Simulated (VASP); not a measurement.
# KI (P1) in VASP: notebook, part 2 of 2

VASP 6.6.1. The steps go on from the part before.

### 3 Single point, PBE (dynamics (npt langevin) at 2600 K, volume x 1.1, from the last frame before)

INCAR reads:

```
SYSTEM = KI
  PREC = Accurate
  ENCUT = 520
  EDIFF = 1E-6
  ISMEAR = -1
  SIGMA = 0.2241
  LREAL = Auto
  LASPH = .TRUE.
  NELM = 80
  ALGO = Normal
  ISIF = 2
  LWAVE = .FALSE.
  LCHARG = .FALSE.
  GGA = PE
  NBANDS = 78
```

KPOINTS reads:

```
Automatic mesh
0
G
  1 1 1
  0 0 0
```

POSCAR reads:

```
KI
1.0
    0.0000000000      0.0000000000     -8.1011170000
    0.0000000000     -8.1011170000      0.0000000000
   -8.1011170000      0.0000000000      0.0000000000
K I
8 8
Direct
    0.5805641370      0.5314210374      0.4577378650
   -0.0030408152      0.5228646864      0.4749103118
    0.4719255382     -0.0134109901      0.5112241929
   -0.0061922325      0.0157854775      0.5031730809
    0.4702360181      0.4862030755     -0.0239499072
   -0.1272596112      0.3780890956     -0.0759389106
    0.5100490463     -0.0431962654      0.0049833869
    0.0613009292     -0.0385817166      0.0524463478
    0.1574800117      0.3132164367      0.2386447449
    0.7217197332      0.1937355059      0.2799388035
    0.2724297156      0.7541838983      0.3177455652
    0.7287529609      0.7718351679      0.2533385211
    0.1748341618      0.2011067116      0.7703990697
    0.6607573993      0.1740299517      0.7070178100
    0.2963469112      0.7184674657      0.8146786425
    0.8837398596      0.7099928319      0.7713056113
```

Potentials or basis: VASP PAW PBE potentials, release 64 (K_sv, I).

On the command line:

```
$ cat potpaw_PBE.64/K_sv/POTCAR potpaw_PBE.64/I/POTCAR > POTCAR
$ mpirun -np 1 vasp_gam > vasp.out
```

OUTCAR:

```text
SYSTEM = KI
   PREC = Accurate
   ENCUT = 520
   EDIFF = 1E-6
   ISMEAR = -1
   LREAL = Auto
   LASPH = .TRUE.
   NELM = 80
   ISIF = 2
   GGA = PE

 ion  position               nearest neighbor table
   1  0.581  0.531  0.458-  12 2.82  11 3.28  10 3.30   2 3.38  14 3.59
   2  0.997  0.523  0.475-   9 2.87  16 2.98  11 3.18   1 3.38  12 3.47
   3  0.472  0.987  0.511-  14 2.68  11 2.93  10 3.23  12 3.42  15 3.58  13 3.64
   4  0.994  0.016  0.503-  13 3.02  10 3.19  14 3.41  16 3.41  11 3.44   9 3.49  12 3.55   8 3.72

[... 293 lines left out ...]
  Total       36.1011951     36.5670536     37.8525991      2.1052089      2.7653565      4.5927837
  in kB      108.7921222    110.1960016    114.0700347      6.3441154      8.3334914     13.8405026
  external PRESSURE =     111.0193861 kB  Pullay stress =       0.0000000 kB

 VOLUME and BASIS-vectors are now :
 -----------------------------------------------------------------------------
  energy-cutoff  :      520.00
  volume of cell :      531.66
      direct lattice vectors                 reciprocal lattice vectors
     0.000000000  0.000000000 -8.101117000     0.000000000  0.000000000 -0.123439768
     0.000000000 -8.101117000  0.000000000     0.000000000 -0.123439768  0.000000000
    -8.101117000  0.000000000  0.000000000    -0.123439768  0.000000000  0.000000000

 POSITION                                       TOTAL-FORCE (eV/Angst)
 -----------------------------------------------------------------------------------
     -3.70819     -4.30510     -4.70322        -1.257737      1.235779      1.016382
     -3.84730     -4.23579     -8.07648        -0.266562     -0.050108      0.184955
     -4.14149     -7.99247     -3.82312         0.964049      0.902666      1.332798
     -4.07626     -0.12788     -8.05095         0.310783      0.469988      0.183358
     -7.90710     -3.93879     -3.80944        -1.442323      2.070631     -1.113166
     -7.48593     -3.06294     -7.07017        -1.430439      0.093996     -0.529300
[... 8 lines left out ...]
     -6.59981     -5.82039     -2.40074         1.580986     -1.185600      0.171017
     -6.24844     -5.75174     -7.15928         0.032513     -1.023805      1.563342
 -----------------------------------------------------------------------------------
    total drift:                               -0.005339     -0.012458     -0.000263

  FREE ENERGIE OF THE ION-ELECTRON SYSTEM (eV)
  ---------------------------------------------------
  free  energy   TOTEN  =       -33.3762424604 eV

  energy  without entropy=      -33.3686161489  energy(sigma->0) =      -33.37242930
```

OSZICAR:

```text
N       E                     dE             d eps       ncg     rms          rms(c)
DAV:   1     0.140429646709E+04    0.14043E+04   -0.61695E+04   156   0.152E+03
DAV:   2     0.122811042097E+03   -0.12815E+04   -0.12381E+04   210   0.398E+02
DAV:   3    -0.285835934325E+02   -0.15139E+03   -0.15075E+03   208   0.122E+02
DAV:   4    -0.342593435414E+02   -0.56758E+01   -0.56634E+01   216   0.256E+01
DAV:   5    -0.347244145657E+02   -0.46507E+00   -0.46495E+00   248   0.535E+00    0.181E+01
DAV:   6    -0.335224968366E+02    0.12019E+01   -0.16661E+00   176   0.438E+00    0.121E+01
DAV:   7    -0.333749336254E+02    0.14756E+00   -0.32550E+00   176   0.533E+00    0.293E+00
DAV:   8    -0.333697276767E+02    0.52059E-02   -0.58950E-01   200   0.265E+00    0.123E+00
DAV:   9    -0.333731785292E+02   -0.34509E-02   -0.27798E-02   216   0.474E-01    0.632E-01
DAV:  10    -0.333748298866E+02   -0.16514E-02   -0.51138E-03   192   0.249E-01    0.205E-01
DAV:  11    -0.333759870993E+02   -0.11572E-02   -0.13980E-03   192   0.124E-01    0.988E-02
DAV:  12    -0.333760896909E+02   -0.10259E-03   -0.18369E-04   200   0.522E-02    0.481E-02
DAV:  13    -0.333762340100E+02   -0.14432E-03   -0.16453E-04   168   0.450E-02    0.216E-02
DAV:  14    -0.333762406037E+02   -0.65938E-05   -0.14072E-05   208   0.117E-02    0.156E-02
DAV:  15    -0.333762418653E+02   -0.12616E-05   -0.41277E-06   144   0.692E-03    0.364E-03
DAV:  16    -0.333762424604E+02   -0.59514E-06   -0.21308E-06   128   0.545E-03
   1 F= -.33376242E+02 E0= -.33372429E+02  d E =-.762631E-02
```

stdout:

```text
POSCAR found type information on POSCAR K I
 POSCAR found :  2 types and      16 ions
 scaLAPACK will be used
 LDA part: xc-table for (Slater+PW92), standard interpolation
 POSCAR, INCAR and KPOINTS ok, starting setup
 FFT: planning ... GRIDC
 FFT: planning ... GRID_SOFT
 FFT: planning ... GRID
 WAVECAR not read
 entering main loop
```

Wall time 2.2 min (1 thread of AMD EPYC 7R13, shared host); peak memory 0.41 GiB.

Results:

* Free energy: -33.3762 eV
* Pressure: 11.1 GPa
* Largest force: 2.758 eV/Å
* Band gap on the k mesh: 3.36 eV

Forces in eV/Å, atoms in the order of the input:
```
K   -1.258  1.236  1.016
K   -0.267 -0.050  0.185
K    0.964  0.903  1.333
K    0.311  0.470  0.183
K   -1.442  2.071 -1.113
K   -1.430  0.094 -0.529
K   -0.159 -0.753 -0.060
K   -0.128  0.256  0.483
I    1.068  0.464 -1.155
I    0.906 -1.021  0.249
I    0.307  0.169  0.625
I    1.046  0.209 -1.300
I    0.106 -0.349 -0.775
I   -1.638 -1.488 -0.877
I    1.581 -1.186  0.171
I    0.033 -1.024  1.563
```

Stress tensor (GPa, compression positive):
```
10.88  0.63  1.38
 0.63 11.02  0.83
 1.38  0.83 11.41
```

Levels at points of the mesh, in eV from the valence-band top:
```tsv
k point	band 60	band 61	band 62	band 63	band 64	band 65	band 66	band 67	band 68	band 69
(0.00, 0.00, 0.00)	-0.52	-0.34	-0.30	-0.26	0.00	3.36	3.72	3.94	4.26	4.39
```

Caveat: the k points lie up to 0.78 Å⁻¹ apart; spin-orbit coupling is left out, which moves the levels of the heavy elements; forces of over 1 eV/Å act on the atoms, so gaps and moduli don't describe the material at rest.

### 4 Single point, PBE (dynamics (npt langevin) at 2600 K, volume x 1.1, from the last frame before)

INCAR reads:

```
SYSTEM = KI
PREC = Accurate
ENCUT = 520
EDIFF = 1E-6
ISMEAR = -1
SIGMA = 0.2241
LREAL = Auto
LASPH = .True.
NELM = 100
ALGO = Normal
ISIF = 2
LWAVE = .False.
LCHARG = .False.
GGA = PE
NBANDS = 78
```

KPOINTS reads:

```
regular mesh
0
Gamma
  1 1 1
  0 0 0
```

POSCAR reads:

```
KI
1.0
    0.0000000000      0.0000000000     -8.5604740000
    0.0000000000     -8.5604740000      0.0000000000
   -8.5604740000      0.0000000000      0.0000000000
K I
8 8
Direct
    0.5753097317      0.4879345466      0.4376529851
    0.0027108312      0.5066352634      0.4677188436
    0.4880555680     -0.0181454905      0.4243031402
   -0.0269575026     -0.0176204028      0.5763161012
    0.4344336540      0.4648810335      0.0416105463
   -0.0658483397      0.4168776168     -0.0478286600
    0.5113261252     -0.0209365743      0.0001244090
   -0.0229331927     -0.0291543436      0.0682930641
    0.2191310902      0.3018540796      0.2299178760
    0.7271001582      0.2056563690      0.2738153285
    0.2628596267      0.7528680071      0.2851203099
    0.7623154980      0.7719487262      0.2343975345
    0.2093116573      0.2115121195      0.7680753426
    0.7023173016      0.2063570312      0.7161078931
    0.2759232725      0.7539297473      0.7903377780
    0.8258115146      0.7358536455      0.7499679340
```

Potentials or basis: VASP PAW PBE potentials, release 64 (K_sv, I).

On the command line:

```
$ cat potpaw_PBE.64/K_sv/POTCAR potpaw_PBE.64/I/POTCAR > POTCAR
$ mpirun -np 1 vasp_gam > vasp.out
```

OUTCAR:

```text
SYSTEM = KI
   PREC = Accurate
   ENCUT = 520
   EDIFF = 1E-6
   ISMEAR = -1
   LREAL = Auto
   LASPH = .True.
   NELM = 100
   ISIF = 2
   GGA = PE

 ion  position               nearest neighbor table
   1  0.575  0.488  0.438-  10 3.08  12 3.39  14 3.56   5 3.60   2 3.67
   2  0.003  0.507  0.468-   9 3.26  11 3.44  16 3.46  12 3.66   1 3.67
   3  0.488  0.982  0.424-  11 3.00  10 3.09  12 3.37   7 3.64  14 3.65
   4  0.973  0.982  0.576-  16 2.87  14 3.24  13 3.26
   5  0.434  0.465  0.042-   9 2.82  11 3.55  15 3.55   1 3.60
   6  0.934  0.417  0.952-  13 3.34  14 3.36  16 3.36   9 3.55
   7  0.511  0.979  0.000-  15 3.32  12 3.43  14 3.52  10 3.56   3 3.64
   8  0.977  0.971  0.068-  12 2.88  10 3.42  11 3.59  16 3.63
   9  0.219  0.302  0.230-   5 2.82   2 3.26   6 3.55
  10  0.727  0.206  0.274-   1 3.08   3 3.09   8 3.42   7 3.56
  11  0.263  0.753  0.285-   3 3.00   2 3.44   5 3.55   8 3.59
  12  0.762  0.772  0.234-   8 2.88   3 3.37   1 3.39   7 3.43   2 3.66
  13  0.209  0.212  0.768-   4 3.26   6 3.34
  14  0.702  0.206  0.716-   4 3.24   6 3.36   7 3.52   1 3.56   3 3.65
  15  0.276  0.754  0.790-   7 3.32   5 3.55
  16  0.826  0.736  0.750-   4 2.87   6 3.36   2 3.46   8 3.63

  LATTYP: Found a simple cubic cell.
 ALAT       =     8.5604740000

  Lattice vectors:

 A1 = (   0.0000000000,   0.0000000000,  -8.5604740000)
 A2 = (   0.0000000000,  -8.5604740000,   0.0000000000)
 A3 = (  -8.5604740000,   0.0000000000,   0.0000000000)

Analysis of symmetry for initial positions (statically):
=====================================================================
 Subroutine PRICEL returns:
 Original cell was already a primitive cell.

 Routine SETGRP: Setting up the symmetry group for a
 simple cubic supercell.

 Subroutine GETGRP returns: Found  1 space group operations
 (whereof  1 operations were pure point group operations)
 out of a pool of 48 trial point group operations.

The static configuration has the point symmetry C_1 .

Analysis of symmetry for dynamics (positions and initial velocities):
=====================================================================
 Subroutine PRICEL returns:
 Original cell was already a primitive cell.

 Routine SETGRP: Setting up the symmetry group for a
 simple cubic supercell.

 Subroutine GETGRP returns: Found  1 space group operations
 (whereof  1 operations were pure point group operations)
 out of a pool of 48 trial point group operations.

The dynamic configuration has the point symmetry C_1 .

 Subroutine INISYM returns: Found  1 space group operations
 (whereof  1 operations are pure point group operations),
 and found     1 'primitive' translations

----------------------------------------------------------------------------------------

                                     Primitive cell

  volume of cell :     627.3262

  direct lattice vectors                    reciprocal lattice vectors
     0.000000000  0.000000000 -8.560474000     0.000000000  0.000000000 -0.116815961
     0.000000000 -8.560474000  0.000000000     0.000000000 -0.116815961  0.000000000
    -8.560474000  0.000000000  0.000000000    -0.116815961  0.000000000  0.000000000

  length of vectors
     8.560474000  8.560474000  8.560474000     0.116815961  0.116815961  0.116815961

[... 60 lines left out ...]

 Found      1 irreducible k-points:

 Following reciprocal coordinates:
            Coordinates               Weight
  0.000000  0.000000  0.000000      1.000000
   k-points           NKPTS =      1   k-points in BZ     NKDIM =      1   number of bands    NBANDS=     78
   number of dos      NEDOS =    301   number of ions     NIONS =     16
   total plane-waves  NPLWV = 262144
   dimension x,y,z NGX =    64 NGY =   64 NGZ =   64
   dimension x,y,z NGXF=   128 NGYF=  128 NGZF=  128
   ions per type =               8   8
   NGX,Y,Z   is equivalent  to a cutoff of  12.43, 12.43, 12.43 a.u.
   NGXF,Y,Z  is equivalent  to a cutoff of  24.86, 24.86, 24.86 a.u.
 SYSTEM =  KI
   PREC   = accura    normal or accurate (medium, high low for compatibility)
   ISTART =      0    job   : 0-new  1-cont  2-samecut
   ICHARG =      2    charge: 1-file 2-atom 10-const
   ISPIN  =      1    spin polarized calculation?
   LNONCOLLINEAR =      F non collinear calculations
   LSORBIT =      F    spin-orbit coupling
   LASPH  =      T    aspherical Exc in radial PAW
   ENCUT  =  520.0 eV  38.22 Ry    6.18 a.u.  15.92 15.92 15.92*2*pi/ulx,y,z
   NELM   =    100;   NELMIN=  2; NELMDL= -5     # of ELM steps
   EDIFF  = 0.1E-05   stopping-criterion for ELM
   LREAL  =      T    real-space projection
   EDIFFG = 0.1E-04   stopping-criterion for IOM
   NSW    =      0    number of steps for IOM
   IBRION =     -1    ionic relax: 0-MD 1-quasi-New 2-CG
   NFREE  =      0    steps in history (QN), initial steepest desc. (CG)
   ISIF   =      2    stress and relaxation
   ISYM   =      2    0-nonsym 1-usesym 2-fastsym
   POTIM  = 0.5000    time-step for ionic-motion
   TEBEG  =    0.0;   TEEND  =   0.0 temperature during run
   PSTRESS=    0.0 pullay stress
   NELECT =     128.0000    total number of electrons
   NUPDOWN=      -1.0000    fix difference up-down
   EMIN   =  10.00;   EMAX   =-10.00  energy-range for DOS
   EFERMI =   0.00;   METHOD = LEGACY
   ISMEAR =    -1;   SIGMA  =   0.22  broadening in eV -4-tet -1-fermi 0-gaus
   EFERMI_NEDOS =   21; number of points for ismear=-14 and -15
   IALGO  =     38    algorithm
   IMIX   =      4    mixing-type and parameters
     AMIX     =   0.40;   BMIX     =  1.00
     AMIX_MAG =   1.60;   BMIX_MAG =  1.00
  volume/ion in A,a.u.               =      39.21       264.59
  Fermi-wavevector in a.u.,A,eV,Ry     =   0.963785  1.821290 12.638211  0.928882
  Thomas-Fermi vector in A             =   2.093361
   LORBIT       =      0    0 simple, 1 ext, 2 COOP (PROOUT), +10 PAW based schemes
   GGA     = PE    functional components
   LHFCALC =     F    Hartree Fock is set to
   AEXX    =    0.0000 exact exchange contribution
   IVDW    =     0    specifies the selected vdW correction
   LEPSILON=     F    determine dielectric tensor
   LRPA    =     F    only Hartree local field effects (RPA)
 non-spin polarized calculation
  energy-cutoff  :      520.00
  volume of cell :      627.33
 maximum number of plane-waves:      8440
 NGX is ok and might be reduce to    64
   NGX = 31   NGY = 31   NGZ = 31

 number of electron     128.0000000 magnetization

 Free energy of the ion-electron system (eV)
  ---------------------------------------------------
  ext. energy  EPLUGINS =         0.00000000
  ---------------------------------------------------
  free energy    TOTEN  =       -37.73672002 eV

  energy without entropy =      -37.71530585  energy(sigma->0) =      -37.72601293

 E-fermi :   2.9648     XC(G=0):  -7.5935

 val. band max:        1.4694511568   @ k =   0.0000   0.0000   0.0000
 cond. band min:       4.2759156836   @ k =   0.0000   0.0000   0.0000
 fundamental gap:      2.8064645267
 Fermi energy:         2.9648424487

 k-point     1 :       0.0000    0.0000    0.0000
  band No.  band energies     occupation
      1     -28.8320      2.00000
      2     -28.6066      2.00000
      3     -28.4545      2.00000
      4     -28.4411      2.00000
      5     -28.3998      2.00000
      6     -28.3583      2.00000
[... 68 lines left out ...]
     75       6.5264      0.00000
     76       6.6186      0.00000
 [bands above 76 left out]

------------------------ aborting loop because EDIFF is reached ----------------------------------------

  FORCE on cell =-STRESS in cart. coord.  units (eV):
  Direction    XX          YY          ZZ          XY          YZ          ZX
  --------------------------------------------------------------------------------------
  -------------------------------------------------------------------------------------
  Total       17.5022663     19.5001766     18.9825105     -2.2043252      5.6411108     -4.8836464
  in kB       44.7004024     49.8030212     48.4809133     -5.6297981     14.4072726    -12.4727252
  external PRESSURE =      47.6614456 kB  Pullay stress =       0.0000000 kB

 VOLUME and BASIS-vectors are now :
 -----------------------------------------------------------------------------
  energy-cutoff  :      520.00
  volume of cell :      627.33
      direct lattice vectors                 reciprocal lattice vectors
     0.000000000  0.000000000 -8.560474000     0.000000000  0.000000000 -0.116815961
     0.000000000 -8.560474000  0.000000000     0.000000000 -0.116815961  0.000000000
    -8.560474000  0.000000000  0.000000000    -0.116815961  0.000000000  0.000000000

 POSITION                                       TOTAL-FORCE (eV/Angst)
 -----------------------------------------------------------------------------------
     -3.74652     -4.17695     -4.92492        -0.768113     -0.517132      0.636125
     -4.00389     -4.33704     -0.02321        -0.292613     -0.005232     -0.198296
     -3.63224     -8.40514     -4.17799        -1.174839     -0.279870      0.084470
     -4.93354     -8.40963     -8.32970         0.976972     -0.767130     -0.872244
     -0.35621     -3.97960     -3.71896         1.506900     -1.010404     -1.039017
     -8.15104     -3.56867     -7.99678        -0.126106     -0.196754     -0.118192
[... 8 lines left out ...]
     -6.76567     -6.45400     -2.36203        -0.091890      0.313656     -0.523068
     -6.42008     -6.29926     -7.06934        -0.528638      1.318621      0.838915
 -----------------------------------------------------------------------------------
    total drift:                               -0.000525      0.006215     -0.000771

  FREE ENERGIE OF THE ION-ELECTRON SYSTEM (eV)
  ---------------------------------------------------
  free  energy   TOTEN  =       -37.7367200170 eV

  energy  without entropy=      -37.7153058466  energy(sigma->0) =      -37.72601293
```

It took 2.1 min on 1 thread of AMD EPYC 7R13, shared host; peak memory 0.51 GiB.

Results:

| Quantity | Value |
| --- | --- |
| Free energy | -37.7367 eV |
| Pressure | 4.8 GPa |
| Largest force | 2.091 eV/Å |
| Band gap on the k mesh | 2.81 eV |

Forces in eV/Å, atoms in the order of the input:
```
K   -0.768 -0.517  0.636
K   -0.293 -0.005 -0.198
K   -1.175 -0.280  0.084
K    0.977 -0.767 -0.872
K    1.507 -1.010 -1.039
K   -0.126 -0.197 -0.118
K    0.395 -0.009  0.234
K    0.942 -0.674 -1.323
I   -0.947  1.071  1.029
I    0.848 -0.425 -0.627
I    0.071  0.281  0.435
I   -0.532  1.401  0.846
I    0.005 -0.172  0.059
I   -0.283 -0.327  0.538
I   -0.092  0.314 -0.523
I   -0.529  1.319  0.839
```

Caveat: the k points lie up to 0.73 Å⁻¹ apart; spin-orbit coupling is left out, which moves the levels of the heavy elements; forces of over 1 eV/Å act on the atoms, so gaps and moduli don't describe the material at rest. A k mesh can miss the band edges.

### 5 Summary

```csv
cell,gap on the mesh (eV),pressure (GPa),largest force (eV/Å)
"a = 7.836 Å, 16 atoms",3.63,16.0,2.66
"a = 8.101 Å, 16 atoms",3.36,11.1,2.76
"a = 8.560 Å, 16 atoms",2.81,4.8,2.09
```

Alike in all rows: task single point; level PBE; potentials or basis VASP PAW PBE potentials, release 64 (K_sv, I); no spin polarisation; k mesh 1 × 1 × 1; cutoff (eV) 520; smearing fermi-dirac 0.2241 eV.

Caveats: all runs use coarse meshes; spin-orbit coupling is left out, which moves the levels of the heavy elements; forces of over 1 eV/Å act on the atoms, so gaps and moduli don't describe the material at rest.

Total energies depend on the potentials used, so only differences within one code and one set of settings carry meaning.
